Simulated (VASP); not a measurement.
# CuMoH6 (F-43m) in VASP: a series of runs

CuMoH6 is run at these levels: PBE; tasks: single point.

Everything below comes from runs of VASP 6.6.1. Logs are shortened: lines on timing, memory, paths and dates and some standing lists are left out, and cuts for length are marked.

## Step 1: The cell of the first run

Symmetry: F-43m, No. 216, cubic system. The conventional cell has a = 6.195 Å, b = 6.195 Å, c = 6.195 Å, α = 90.00°, β = 90.00°, γ = 90.00°. Within 2.9 Å of Cu (site symmetry -43m) lie 12 H at 2.20 Å and 4 Mo at 2.68 Å. H (site symmetry 2mm) has 1 Mo at 1.79 Å and 4 H at 1.85 Å and 2 Cu at 2.20 Å within 2.4 Å. Mo (site symmetry -43m) has 6 H at 1.79 Å within 2.4 Å.

The cell was built from a structure type or drawn by symmetry, and may not be a known phase.

## Step 2: Single point, PBE, collinear spin

File INCAR:

```
ALGO = Normal
EDIFF = 1E-7
ENCUT = 520
GGA = PE
ISIF = 2
ISMEAR = 0
ISPIN = 2
LASPH = T
LCHARG = F
LMAXMIX = 4
LORBIT = 11
LREAL = F
LWAVE = F
MAGMOM = 0 0 0 0 0 0 0 1
NBANDS = 30
NELM = 150
PREC = Accurate
SIGMA = 0.1
```

File KPOINTS:

```
k-points
0
Gamma
  6 6 6
```

File POSCAR:

```
CuMoH6
1.0
    0.0000000000      3.0975530676      3.0975530676
    3.0975530676      0.0000000000      3.0975530676
    3.0975530676      3.0975530676      0.0000000000
Cu H Mo
1 6 1
Direct
    0.2500000000      0.2500000000      0.2500000000
    0.7889729691      0.2110270309      0.2110270309
    0.2110270309      0.7889729691      0.7889729691
    0.7889729691      0.2110270309      0.7889729691
    0.2110270309      0.7889729691      0.2110270309
    0.7889729691      0.7889729691      0.2110270309
    0.2110270309      0.2110270309      0.7889729691
    0.5000000000      0.5000000000      0.5000000000
```

Potentials or basis: VASP PAW PBE potentials, release 64 (Cu, H, Mo_sv).

The run is started by

```bash
$ cat potpaw_PBE.64/Cu/POTCAR potpaw_PBE.64/H/POTCAR potpaw_PBE.64/Mo_sv/POTCAR > POTCAR
$ mpirun -np 1 vasp_std > vasp.out
```

OUTCAR:

```text
EDIFF = 1E-7
   ENCUT = 520
   GGA = PE
   ISIF = 2
   ISMEAR = 0
   ISPIN = 2
   LASPH = T
   LORBIT = 11
   LREAL = F
   NELM = 150
   PREC = Accurate

 ion  position               nearest neighbor table
   1  0.250  0.250  0.250-   8 2.68   8 2.68   8 2.68   8 2.68
   2  0.789  0.211  0.211-   8 1.79
   3  0.211  0.789  0.789-   8 1.79
   4  0.789  0.211  0.789-   8 1.79
   5  0.211  0.789  0.211-   8 1.79
   6  0.789  0.789  0.211-   8 1.79
   7  0.211  0.211  0.789-   8 1.79
   8  0.500  0.500  0.500-   2 1.79   3 1.79   4 1.79   5 1.79   6 1.79   7 1.79   1 2.68   1 2.68
                             1 2.68   1 2.68

  LATTYP: Found a face centered cubic cell.
 ALAT       =     6.1951061352

  Lattice vectors:

 A1 = (   0.0000000000,   3.0975530676,   3.0975530676)
 A2 = (   3.0975530676,   0.0000000000,   3.0975530676)
 A3 = (   3.0975530676,   3.0975530676,   0.0000000000)

Analysis of symmetry for initial positions (statically):
=====================================================================
 Subroutine PRICEL returns:
 Original cell was already a primitive cell.

 Routine SETGRP: Setting up the symmetry group for a
 face centered cubic supercell.

 Subroutine GETGRP returns: Found 24 space group operations
 (whereof 24 operations were pure point group operations)
 out of a pool of 48 trial point group operations.

The static configuration has the point symmetry T_d .

Analysis of symmetry for dynamics (positions and initial velocities):
=====================================================================
 Subroutine PRICEL returns:
 Original cell was already a primitive cell.

 Routine SETGRP: Setting up the symmetry group for a
 face centered cubic supercell.

 Subroutine GETGRP returns: Found 24 space group operations
 (whereof 24 operations were pure point group operations)
 out of a pool of 48 trial point group operations.

The dynamic configuration has the point symmetry T_d .

Analysis of structural, dynamic, and magnetic symmetry:
=====================================================================
 Subroutine PRICEL returns:
 Original cell was already a primitive cell.

 Routine SETGRP: Setting up the symmetry group for a
 face centered cubic supercell.

 Subroutine GETGRP returns: Found 24 space group operations
 (whereof 24 operations were pure point group operations)
 out of a pool of 48 trial point group operations.

The overall configuration has the point symmetry T_d .

 Subroutine INISYM returns: Found 24 space group operations
 (whereof 24 operations are pure point group operations),
 and found     1 'primitive' translations

----------------------------------------------------------------------------------------

                                     Primitive cell

  volume of cell :      59.4410

  direct lattice vectors                    reciprocal lattice vectors
     0.000000000  3.097553068  3.097553068    -0.161417735  0.161417735  0.161417735
     3.097553068  0.000000000  3.097553068     0.161417735 -0.161417735  0.161417735
     3.097553068  3.097553068  0.000000000     0.161417735  0.161417735 -0.161417735

  length of vectors
     4.380601558  4.380601558  4.380601558     0.279583718  0.279583718  0.279583718

  position of ions in fractional coordinates (direct lattice)
     0.250000000  0.250000000  0.250000000
     0.788972969  0.211027031  0.211027031
     0.211027031  0.788972969  0.788972969
     0.788972969  0.211027031  0.788972969
     0.211027031  0.788972969  0.211027031
     0.788972969  0.788972969  0.211027031
     0.211027031  0.211027031  0.788972969
     0.500000000  0.500000000  0.500000000

  ion indices of the primitive-cell ions
   primitive index   ion index
                 1           1
                 2           2
                 3           3
                 4           4
                 5           5
                 6           6
                 7           7
                 8           8

[... 45 lines left out ...]
   number of dos      NEDOS =    301   number of ions     NIONS =      8
   total plane-waves  NPLWV =  46656
   dimension x,y,z NGX =    36 NGY =   36 NGZ =   36
   dimension x,y,z NGXF=    72 NGYF=   72 NGZF=   72
   ions per type =               1   6   1
   NGX,Y,Z   is equivalent  to a cutoff of  13.66, 13.66, 13.66 a.u.
   NGXF,Y,Z  is equivalent  to a cutoff of  27.32, 27.32, 27.32 a.u.
 SYSTEM =  unknown system
   PREC   = accura    normal or accurate (medium, high low for compatibility)
   ISTART =      0    job   : 0-new  1-cont  2-samecut
   ICHARG =      2    charge: 1-file 2-atom 10-const
   ISPIN  =      2    spin polarized calculation?
   LNONCOLLINEAR =      F non collinear calculations
   LSORBIT =      F    spin-orbit coupling
   LASPH  =      T    aspherical Exc in radial PAW
   ENCUT  =  520.0 eV  38.22 Ry    6.18 a.u.   8.15  8.15  8.15*2*pi/ulx,y,z
   NELM   =    150;   NELMIN=  2; NELMDL= -5     # of ELM steps
   EDIFF  = 0.1E-06   stopping-criterion for ELM
   LREAL  =      F    real-space projection
   EDIFFG = 0.1E-05   stopping-criterion for IOM
   NSW    =      0    number of steps for IOM
   IBRION =     -1    ionic relax: 0-MD 1-quasi-New 2-CG
   NFREE  =      0    steps in history (QN), initial steepest desc. (CG)
   ISIF   =      2    stress and relaxation
   ISYM   =      2    0-nonsym 1-usesym 2-fastsym
   POTIM  = 0.5000    time-step for ionic-motion
   TEBEG  =    0.0;   TEEND  =   0.0 temperature during run
   PSTRESS=    0.0 pullay stress
   NELECT =      31.0000    total number of electrons
   NUPDOWN=      -1.0000    fix difference up-down
   EMIN   =  10.00;   EMAX   =-10.00  energy-range for DOS
   EFERMI =   0.00;   METHOD = LEGACY
   ISMEAR =     0;   SIGMA  =   0.10  broadening in eV -4-tet -1-fermi 0-gaus
   EFERMI_NEDOS =   21; number of points for ismear=-14 and -15
   IALGO  =     38    algorithm
   IMIX   =      4    mixing-type and parameters
     AMIX     =   0.40;   BMIX     =  1.00
     AMIX_MAG =   1.60;   BMIX_MAG =  1.00
  volume/ion in A,a.u.               =       7.43        50.14
  Fermi-wavevector in a.u.,A,eV,Ry     =   1.317751  2.490188 23.626072  1.736467
  Thomas-Fermi vector in A             =   2.447770
   LORBIT       =     11    0 simple, 1 ext, 2 COOP (PROOUT), +10 PAW based schemes
   GGA     = PE    functional components
   LHFCALC =     F    Hartree Fock is set to
   AEXX    =    0.0000 exact exchange contribution
   IVDW    =     0    specifies the selected vdW correction
   LEPSILON=     F    determine dielectric tensor
   LRPA    =     F    only Hartree local field effects (RPA)
 spin polarized calculation
 Gauss-broadening in eV      SIGMA  =   0.10
  energy-cutoff  :      520.00
  volume of cell :       59.44
 maximum number of plane-waves:      1639
 NGX is ok and might be reduce to    36
   NGX = 17   NGY = 17   NGZ = 17

 number of electron      30.9999997 magnetization       0.7605259

 Free energy of the ion-electron system (eV)
  ---------------------------------------------------
  ext. energy  EPLUGINS =         0.00000000
  ---------------------------------------------------
  free energy    TOTEN  =       -28.68722314 eV

  energy without entropy =      -28.67529058  energy(sigma->0) =      -28.68125686

 E-fermi :   4.0125     XC(G=0): -10.6167

 val. band max:        4.0102648266   @ k =  -0.3333   0.3333   0.1667
 cond. band min:       4.0486864873   @ k =  -0.3333   0.5000   0.1667
 fundamental gap:      0.0384216607
 Fermi energy:         4.0124846502

 spin component 1

 k-point     1 :       0.0000    0.0000    0.0000
  band No.  band energies     occupation
      1     -56.8421      1.00000
      2     -31.0104      1.00000
      3     -31.0104      1.00000
      4     -31.0104      1.00000
      5      -5.6940      1.00000
      6      -0.4366      1.00000
[... 469 lines left out ...]
     26      16.0137      0.00000
     27      18.3931      0.00000
 Fermi energy:         4.0124846502

 spin component 2

 k-point     1 :       0.0000    0.0000    0.0000
  band No.  band energies     occupation
      1     -56.4329      1.00000
      2     -30.5556      1.00000
      3     -30.5556      1.00000
      4     -30.5556      1.00000
      5      -5.6476      1.00000
      6      -0.3316      1.00000
[... 469 lines left out ...]
     26      16.1262      0.00000
     27      18.5157      0.00000
 [bands above 27 left out]

------------------------ aborting loop because EDIFF is reached ----------------------------------------

  FORCE on cell =-STRESS in cart. coord.  units (eV):
  Direction    XX          YY          ZZ          XY          YZ          ZX
  --------------------------------------------------------------------------------------
  -------------------------------------------------------------------------------------
  Total        0.1528639      0.1528639      0.1528639      0.0000000      0.0000000      0.0000000
  in kB        4.1203035      4.1203035      4.1203035      0.0000000      0.0000000      0.0000000
  external PRESSURE =       4.1203035 kB  Pullay stress =       0.0000000 kB

 VOLUME and BASIS-vectors are now :
 -----------------------------------------------------------------------------
  energy-cutoff  :      520.00
  volume of cell :       59.44
      direct lattice vectors                 reciprocal lattice vectors
     0.000000000  3.097553068  3.097553068    -0.161417735  0.161417735  0.161417735
     3.097553068  0.000000000  3.097553068     0.161417735 -0.161417735  0.161417735
     3.097553068  3.097553068  0.000000000     0.161417735  0.161417735 -0.161417735

 POSITION                                       TOTAL-FORCE (eV/Angst)
 -----------------------------------------------------------------------------------
      1.54878      1.54878      1.54878        -0.000000      0.000000     -0.000000
      1.30733      3.09755      3.09755        -0.005520     -0.000000     -0.000000
      4.88777      3.09755      3.09755         0.005520     -0.000000     -0.000000
      3.09755      4.88777      3.09755        -0.000000      0.005520     -0.000000
      3.09755      1.30733      3.09755        -0.000000     -0.005520     -0.000000
      3.09755      3.09755      4.88777        -0.000000     -0.000000      0.005520
      3.09755      3.09755      1.30733        -0.000000     -0.000000     -0.005520
      3.09755      3.09755      3.09755        -0.000000     -0.000000     -0.000000
 -----------------------------------------------------------------------------------
    total drift:                                0.000000      0.000000      0.000000

  FREE ENERGIE OF THE ION-ELECTRON SYSTEM (eV)
  ---------------------------------------------------
  free  energy   TOTEN  =       -28.6872231355 eV

  energy  without entropy=      -28.6752905850  energy(sigma->0) =      -28.68125686

 total charge

# of ion       s       p       d       tot
------------------------------------------
    1        0.390   0.368   9.073   9.831
    2        0.483   0.018   0.000   0.500
    3        0.483   0.018   0.000   0.500
    4        0.483   0.018   0.000   0.500
    5        0.483   0.018   0.000   0.500
    6        0.483   0.018   0.000   0.500
    7        0.483   0.018   0.000   0.500
    8        2.375   6.204   3.957  12.536
--------------------------------------------------
tot          5.662   6.678  13.030  25.371

 magnetization (x)

# of ion       s       p       d       tot
------------------------------------------
    1       -0.003   0.009   0.053   0.059
    2       -0.005   0.001   0.000  -0.004
    3       -0.005   0.001   0.000  -0.004
    4       -0.005   0.001   0.000  -0.004
    5       -0.005   0.001   0.000  -0.004
    6       -0.005   0.001   0.000  -0.004
    7       -0.005   0.001   0.000  -0.004
    8        0.016   0.003   0.620   0.639
--------------------------------------------------
tot         -0.015   0.016   0.673   0.674
```

Run time: 97 s. Hardware: 1 thread of Intel Xeon Platinum 8259CL at 2.50GHz (Skylake/Cascade Lake), shared host; peak memory 0.26 GiB.

What came out:

```
Free energy                                           : -28.6872 eV
Pressure                                              : 0.4 GPa
Largest force                                         : 0.006 eV/Å
Net moment                                            : 0.76 μB per cell
Site moments                                          : Cu +0.06; H -0.00; Mo +0.64 μB
Valence electrons inside the program's atomic spheres : Cu 9.83; H 0.50; Mo 12.54
```

Forces on the atoms (eV/Å):
```
Cu   0.000  0.000  0.000
H   -0.006  0.000  0.000
H    0.006  0.000  0.000
H    0.000  0.006  0.000
H    0.000 -0.006  0.000
H    0.000  0.000  0.006
H    0.000  0.000 -0.006
Mo   0.000  0.000  0.000
```

Levels at points of the mesh, in eV from the Fermi level:
Spin up:
| k point | band 13 | band 14 | band 15 | band 16 | band 17 | band 18 | band 19 | band 20 |
| --- | --- | --- | --- | --- | --- | --- | --- | --- |
| (0.00, 0.00, 0.00) | -1.42 | -1.42 | -1.42 | -0.06 | -0.06 | -0.06 | 4.51 | 7.50 |
| (0.50, 0.00, 0.00) | -2.87 | -0.24 | -0.24 | -0.19 | 0.90 | 0.90 | 3.33 | 5.52 |
| (0.50, 0.50, 0.00) | -2.78 | -2.78 | -1.48 | -1.09 | 0.27 | 0.27 | 2.91 | 6.24 |
Spin down:
| k point | band 12 | band 13 | band 14 | band 15 | band 16 | band 17 | band 18 | band 19 |
| --- | --- | --- | --- | --- | --- | --- | --- | --- |
| (0.00, 0.00, 0.00) | -1.85 | -0.99 | -0.99 | -0.99 | -0.01 | -0.01 | -0.01 | 4.57 |
| (0.50, 0.00, 0.00) | -2.79 | -2.79 | 0.24 | 0.24 | 0.27 | 0.99 | 0.99 | 3.46 |
| (0.50, 0.50, 0.00) | -3.00 | -2.75 | -2.75 | -1.37 | -0.76 | 0.86 | 0.86 | 3.10 |

(Continued in part 2 of 2.)
